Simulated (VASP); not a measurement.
# Se (Im-3m) in VASP: notebook

Runs on Se. Level: r2SCAN. Tasks: single point.

Everything below comes from runs of VASP 6.6.1. Logs are shortened: lines on timing, memory, paths and dates and some standing lists are left out, and cuts for length are marked.

## Step 1: The cell of the first run

Symmetry: Im-3m, No. 229, cubic system. The conventional cell has a = 3.388 Å, b = 3.388 Å, c = 3.388 Å, α = 90.00°, β = 90.00°, γ = 90.00°. Se (site symmetry m-3m) has 14 Se at 2.93 to 3.39 Å within 3.9 Å.

## Step 2: Single point, r2SCAN (volume scaled by 0.96)

Input file POSCAR:

```
Se
1.0
   -1.6939594272      1.6939594272      1.6939594272
    1.6939594272     -1.6939594272      1.6939594272
    1.6939594272      1.6939594272     -1.6939594272
Se
1
Direct
    0.0000000000      0.0000000000      0.0000000000
```

Input file INCAR.step1:

```
SYSTEM = Se
PREC = Accurate
ENCUT = 520
ISMEAR = -1
SIGMA = 0.1
LREAL = .False.
LASPH = .True.
NELM = 80
NBANDS = 9
GGA = PE
ALGO = Normal
EDIFF = 1E-4
LWAVE = .True.
LCHARG = .False.
```

Input file INCAR.step2:

```
SYSTEM = Se
PREC = Accurate
ENCUT = 520
EDIFF = 1E-6
ISMEAR = -1
SIGMA = 0.1
LREAL = .False.
LASPH = .True.
NELM = 80
ALGO = Normal
ISIF = 2
LWAVE = .False.
LCHARG = .True.
METAGGA = R2SCAN
LMIXTAU = .True.
LELF = .True.
LVHAR = .True.
NBANDS = 9
ISTART = 1
```

Input file KPOINTS:

```
regular mesh
0
Gamma
  15 15 15
  0 0 0
```

Potentials or basis: VASP PAW PBE potentials, release 64 (Se).

Command:

```bash
$ cat potpaw_PBE.64/Se/POTCAR > POTCAR
$ cp INCAR.step1 INCAR
$ mpirun -np 1 vasp_std > vasp.out
$ cp INCAR.step2 INCAR
$ mpirun -np 1 vasp_std > vasp.out
```

OUTCAR:

```text
SYSTEM = Se
   PREC = Accurate
   ENCUT = 520
   EDIFF = 1E-6
   ISMEAR = -1
   LREAL = .False.
   LASPH = .True.
   NELM = 80
   ISIF = 2
   METAGGA = R2SCAN
   ISTART = 1

 ion  position               nearest neighbor table
   1  0.000  0.000  0.000-

  LATTYP: Found a body centered cubic cell.
 ALAT       =     3.3879188544

  Lattice vectors:

 A1 = (  -1.6939594272,   1.6939594272,   1.6939594272)
 A2 = (   1.6939594272,  -1.6939594272,   1.6939594272)
 A3 = (   1.6939594272,   1.6939594272,  -1.6939594272)

Analysis of symmetry for initial positions (statically):
=====================================================================
 Subroutine PRICEL returns:
 Original cell was already a primitive cell.

 Routine SETGRP: Setting up the symmetry group for a
 body centered cubic supercell.

 Subroutine GETGRP returns: Found 48 space group operations
 (whereof 48 operations were pure point group operations)
 out of a pool of 48 trial point group operations.

The static configuration has the point symmetry O_h .

Analysis of symmetry for dynamics (positions and initial velocities):
=====================================================================
 Subroutine PRICEL returns:
 Original cell was already a primitive cell.

 Routine SETGRP: Setting up the symmetry group for a
 body centered cubic supercell.

 Subroutine GETGRP returns: Found 48 space group operations
 (whereof 48 operations were pure point group operations)
 out of a pool of 48 trial point group operations.

The dynamic configuration has the point symmetry O_h .

 Subroutine INISYM returns: Found 48 space group operations
 (whereof 48 operations are pure point group operations),
 and found     1 'primitive' translations

----------------------------------------------------------------------------------------

                                     Primitive cell

  volume of cell :      19.4433

  direct lattice vectors                    reciprocal lattice vectors
    -1.693959427  1.693959427  1.693959427     0.000000000  0.295166456  0.295166456
     1.693959427 -1.693959427  1.693959427     0.295166456  0.000000000  0.295166456
     1.693959427  1.693959427 -1.693959427     0.295166456  0.295166456  0.000000000

  length of vectors
     2.934023794  2.934023794  2.934023794     0.417428405  0.417428405  0.417428405

  position of ions in fractional coordinates (direct lattice)
     0.000000000  0.000000000  0.000000000

  ion indices of the primitive-cell ions
   primitive index   ion index
                 1           1

----------------------------------------------------------------------------------------

 KPOINTS: regular mesh

Automatic generation of k-mesh.
 Grid dimensions read from file:
 generate k-points for:   15   15   15

 Generating k-lattice:

  Cartesian coordinates                     Fractional coordinates (reciprocal lattice)
     0.000000000  0.019677764  0.019677764     0.066666667  0.000000000  0.000000000
     0.019677764  0.000000000  0.019677764     0.000000000  0.066666667  0.000000000
     0.019677764  0.019677764  0.000000000     0.000000000  0.000000000  0.066666667

  Length of vectors
     0.027828560  0.027828560  0.027828560

  Shift w.r.t. Gamma in fractional coordinates (k-lattice)
     0.000000000  0.000000000  0.000000000

 Subroutine IBZKPT returns following result:
 ===========================================

 Found    120 irreducible k-points:

 Following reciprocal coordinates:
            Coordinates               Weight
  0.000000  0.000000  0.000000      1.000000
  0.066667  0.000000  0.000000     12.000000
  0.133333  0.000000  0.000000     12.000000
  0.200000  0.000000  0.000000     12.000000
  0.266667  0.000000  0.000000     12.000000
  0.333333  0.000000  0.000000     12.000000
[... 16 lines left out ...]
  0.333333  0.200000  0.000000     48.000000
  0.400000  0.200000 -0.000000     24.000000
 [... further k-points ...]
   k-points           NKPTS =    120   k-points in BZ     NKDIM =    120   number of bands    NBANDS=      9
   number of dos      NEDOS =    301   number of ions     NIONS =      1
   total plane-waves  NPLWV =  13824
   dimension x,y,z NGX =    24 NGY =   24 NGZ =   24
   dimension x,y,z NGXF=    48 NGYF=   48 NGZF=   48
   ions per type =               1
   NGX,Y,Z   is equivalent  to a cutoff of  13.60, 13.60, 13.60 a.u.
   NGXF,Y,Z  is equivalent  to a cutoff of  27.20, 27.20, 27.20 a.u.
 SYSTEM =  Se
   PREC   = accura    normal or accurate (medium, high low for compatibility)
   ISTART =      1    job   : 0-new  1-cont  2-samecut
   ICHARG =      0    charge: 1-file 2-atom 10-const
   ISPIN  =      1    spin polarized calculation?
   LNONCOLLINEAR =      F non collinear calculations
   LSORBIT =      F    spin-orbit coupling
   LASPH  =      T    aspherical Exc in radial PAW
   ENCUT  =  520.0 eV  38.22 Ry    6.18 a.u.   5.46  5.46  5.46*2*pi/ulx,y,z
   NELM   =     80;   NELMIN=  2; NELMDL=  0     # of ELM steps
   EDIFF  = 0.1E-05   stopping-criterion for ELM
   LREAL  =      F    real-space projection
   EDIFFG = 0.1E-04   stopping-criterion for IOM
   NSW    =      0    number of steps for IOM
   IBRION =     -1    ionic relax: 0-MD 1-quasi-New 2-CG
   NFREE  =      0    steps in history (QN), initial steepest desc. (CG)
   ISIF   =      2    stress and relaxation
   ISYM   =      2    0-nonsym 1-usesym 2-fastsym
   POTIM  = 0.5000    time-step for ionic-motion
   TEBEG  =    0.0;   TEEND  =   0.0 temperature during run
   PSTRESS=    0.0 pullay stress
   NELECT =       6.0000    total number of electrons
   NUPDOWN=      -1.0000    fix difference up-down
   EMIN   =  10.00;   EMAX   =-10.00  energy-range for DOS
   EFERMI =   0.00;   METHOD = LEGACY
   ISMEAR =    -1;   SIGMA  =   0.10  broadening in eV -4-tet -1-fermi 0-gaus
   EFERMI_NEDOS =   21; number of points for ismear=-14 and -15
   IALGO  =     38    algorithm
   IMIX   =      4    mixing-type and parameters
     AMIX     =   0.40;   BMIX     =  1.00
     AMIX_MAG =   1.60;   BMIX_MAG =  1.00
  volume/ion in A,a.u.               =      19.44       131.21
  Fermi-wavevector in a.u.,A,eV,Ry     =   1.106290  2.090585 16.651860  1.223877
  Thomas-Fermi vector in A             =   2.242789
   LORBIT       =      0    0 simple, 1 ext, 2 COOP (PROOUT), +10 PAW based schemes
   METAGGA = R2SCAN    functional components
   LHFCALC =     F    Hartree Fock is set to
   AEXX    =    0.0000 exact exchange contribution
   IVDW    =     0    specifies the selected vdW correction
   LEPSILON=     F    determine dielectric tensor
   LRPA    =     F    only Hartree local field effects (RPA)
 non-spin polarized calculation
  energy-cutoff  :      520.00
  volume of cell :       19.44
 maximum number of plane-waves:       540
 NGX is ok and might be reduce to    24
   NGX = 11   NGY = 11   NGZ = 11

 number of electron       6.0000001 magnetization

 Free energy of the ion-electron system (eV)
  ---------------------------------------------------
  ext. energy  EPLUGINS =         0.00000000
  ---------------------------------------------------
  free energy    TOTEN  =       -13.58705182 eV

  energy without entropy =      -13.55828284  energy(sigma->0) =      -13.57266733

 E-fermi :   5.8313     XC(G=0): -11.3258

 val. band max:        5.8169453759   @ k =  -0.2667   0.3333   0.0667
 cond. band min:       5.8498332480   @ k =   0.4667   0.0000   0.0000
 fundamental gap:      0.0328878721
 Fermi energy:         5.8312852461

 k-point     1 :       0.0000    0.0000    0.0000
  band No.  band energies     occupation
      1     -11.3633      2.00000
      2       9.1722      0.00000
      3       9.1722      0.00000
      4       9.1722      0.00000
      5      18.8755      0.00000
      6      18.8755      0.00000
      7      18.8755      0.00000
      8      18.9611      0.00000
      9      22.4018      0.00000

 k-point     2 :       0.0667    0.0000    0.0000
  band No.  band energies     occupation
      1     -11.2602      2.00000
      2       8.5436      0.00000
      3       8.9433      0.00000
      4       9.1349      0.00000
      5      18.4766      0.00000
      6      18.5751      0.00000
      7      19.3251      0.00000
      8      19.5635      0.00000
      9      21.4805      0.00000

 k-point     3 :       0.1333    0.0000    0.0000
  band No.  band energies     occupation
      1     -10.9535      2.00000
      2       7.0116      0.00001
      3       8.3719      0.00000
      4       9.0280      0.00000
      5      17.5521      0.00000
      6      17.6216      0.00000
      7      20.5577      0.00000
      8      20.7692      0.00000
      9      21.4263      0.00000

 k-point     4 :       0.2000    0.0000    0.0000
  band No.  band energies     occupation
      1     -10.4530      2.00000
      2       5.0982      1.99869
      3       7.6703      0.00000
      4       8.8670      0.00000
      5      16.3030      0.00000
      6      16.7130      0.00000
      7      21.2342      0.00000
      8      21.5336      0.00000
      9      22.3580      0.00000

 k-point     5 :       0.2667    0.0000    0.0000
  band No.  band energies     occupation
      1      -9.7800      2.00000
      2       3.1165      2.00000
      3       6.9967      0.00002
      4       8.6788      0.00000
      5      15.2218      0.00000
      6      15.9170      0.00000
      7      21.7844      0.00000
      8      21.8984      0.00000
      9      24.5611      0.00000

 k-point     6 :       0.3333    0.0000    0.0000
  band No.  band energies     occupation
      1      -8.9815      2.00000
      2       1.2570      2.00000
      3       6.4407      0.00450
      4       8.4971      0.00000
      5      14.4016      0.00000
      6      15.2947      0.00000
      7      22.3912      0.00000
      8      22.7856      0.00000
      9      27.1571      0.00000
[... 169 lines left out ...]
 k-point    21 :       0.2000    0.2000    0.0000
  band No.  band energies     occupation
      1      -8.7993      2.00000
      2       1.8202      2.00000
      3       4.7514      1.99996
      4       7.6328      0.00000
      5      15.6343      0.00000
      6      17.3096      0.00000
      7      21.5377      0.00000
      8      21.9737      0.00000
      9      26.2057      0.00000

 k-point    22 :       0.2667    0.2000    0.0000
  band No.  band energies     occupation
      1      -8.0379      2.00000
      2       0.6865      2.00000
      3       3.7630      2.00000
      4       7.3640      0.00000
      5      15.4237      0.00000
      6      17.6251      0.00000
      7      21.5756      0.00000
      8      23.2861      0.00000
      9      26.6214      0.00000

 k-point    23 :       0.3333    0.2000    0.0000
  band No.  band energies     occupation
      1      -7.3783      2.00000
      2      -0.2612      2.00000
      3       3.1902      2.00000
      4       7.1936      0.00000
      5      15.2423      0.00000
      6      17.9712      0.00000
      7      21.7196      0.00000
      8      23.3722      0.00000
      9      27.5254      0.00000

 k-point    24 :       0.4000    0.2000   -0.0000
  band No.  band energies     occupation
      1      -7.0980      2.00000
      2      -0.6513      2.00000
      3       3.0070      2.00000
      4       7.1349      0.00000
      5      15.1729      0.00000
      6      18.1258      0.00000
      7      22.0292      0.00000
      8      22.8214      0.00000
      9      28.7156      0.00000

 [... further k-points ...]
[... 5 lines left out ...]
  --------------------------------------------------------------------------------------
  -------------------------------------------------------------------------------------
  Total        0.4549378      0.4549378      0.4549378     -0.0000000     -0.0000000     -0.0000000
  in kB       37.4881159     37.4881159     37.4881159     -0.0000000     -0.0000000     -0.0000000
  external PRESSURE =      37.4881159 kB  Pullay stress =       0.0000000 kB

 VOLUME and BASIS-vectors are now :
 -----------------------------------------------------------------------------
  energy-cutoff  :      520.00
  volume of cell :       19.44
      direct lattice vectors                 reciprocal lattice vectors
    -1.693959427  1.693959427  1.693959427     0.000000000  0.295166456  0.295166456
     1.693959427 -1.693959427  1.693959427     0.295166456  0.000000000  0.295166456
     1.693959427  1.693959427 -1.693959427     0.295166456  0.295166456  0.000000000

 POSITION                                       TOTAL-FORCE (eV/Angst)
 -----------------------------------------------------------------------------------
      0.00000      0.00000      0.00000         0.000000      0.000000      0.000000
 -----------------------------------------------------------------------------------
    total drift:                                0.000000     -0.000000     -0.000000

  FREE ENERGIE OF THE ION-ELECTRON SYSTEM (eV)
  ---------------------------------------------------
  free  energy   TOTEN  =       -13.5870518190 eV

  energy  without entropy=      -13.5582828373  energy(sigma->0) =      -13.57266733
```

It took 43 s on 1 thread of Intel Xeon 6975P-C, shared host; peak memory 0.16 GiB.

Results:

| Item | Value |
| --- | --- |
| Free energy | -13.5871 eV |
| Pressure | 3.7 GPa |
| Band gap on the k mesh | zero (band 3 reaches 9.17 eV, above the bottom of band 4 at 2.28 eV) |

Caveat: the PAW data sets were made with another functional, which shifts forces and pressure a little.

(Continued in part 2 of 2.)
